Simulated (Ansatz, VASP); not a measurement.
## Two plane-wave programs on Cd

File INCAR:

```
SYSTEM = Cd
ALGO     = Normal         ! electronic algorithm
EDIFF    = 1E-6           ! SCF threshold, eV
EDIFFG   = -0.005         ! ionic threshold
ENCUT    = 600            ! plane-wave cutoff, eV
GGA      = PS             ! functional
IBRION   = 2              ! ionic algorithm
ISIF     = 3              ! what is computed and relaxed
ISMEAR   = -1             ! smearing method
LASPH    = .TRUE.         ! aspherical terms in the spheres
LCHARG   = .FALSE.        ! write CHGCAR
LREAL    = .FALSE.        ! projectors in reciprocal space
LWAVE    = .FALSE.        ! write WAVECAR
NELM     = 100            ! most SCF steps
NSW      = 60             ! ionic steps
PREC     = Accurate       ! precision mode
SIGMA    = 0.1            ! smearing width, eV
```

The input KPOINTS:

```
k-points
0
G
  15 15 15
  0 0 0
```

Contents of POSCAR:

```
Cd
1.0
   -1.7448830117      1.7448830117      1.7448830117
    1.7448830117     -1.7448830117      1.7448830117
    1.7448830117      1.7448830117     -1.7448830117
Cd
1
Direct
    0.0000000000      0.0000000000      0.0000000000
```

Input for Ansatz:

```yaml
crystal:
  lattice:
    - [-1.7448830117, 1.7448830117, 1.7448830117]
    - [1.7448830117, -1.7448830117, 1.7448830117]
    - [1.7448830117, 1.7448830117, -1.7448830117]
  atoms:
    - { symbol: Cd, position: [0.0, 0.0, 0.0] }
kpoints:
  mp_grid: { grid: [15, 15, 15] }
scf:
  occupations: { method: fermi_dirac, width: 0.1 }
hamiltonian:
  xc: pbesol
  pseudopotentials: { kind: paw }
output:
  forces: true
  stress: true
relax:
  f_tol: 0.005
  max_steps: 40
  cell: {}
```

Alike in both runs: task relaxation of cell and atoms; functional PBEsol; k mesh 15 × 15 × 15; occupations fermi-dirac, width 0.1 eV; no spin polarisation.

|  | VASP | Ansatz |
| --- | --- | --- |
| version | VASP 6.6.1 | Ansatz 0.2.0 |
| potentials or method | VASP PAW PBE potentials, release 64 (Cd) | PAW with Ansatz's default frozen-core files, scalar-relativistic |
| plane-wave cutoff (eV) | 600 | 420 |
| valence electrons in the cell | 12 | 20 |

VASP gave:

- relaxed volume (Å³/atom): 21.44
- relaxed cell length with the largest relative difference (Å): 3.031

Problem. Which values does Ansatz return?

Solution. Relaxed volume (Å³/atom): 21.37; relaxed cell length with the largest relative difference (Å): 3.028.

VASP's potentials were made for PBE, not for PBEsol. VASP's potentials hold 12 valence electrons a cell and Ansatz's 20, so a difference there can come from the potentials and not from the codes.
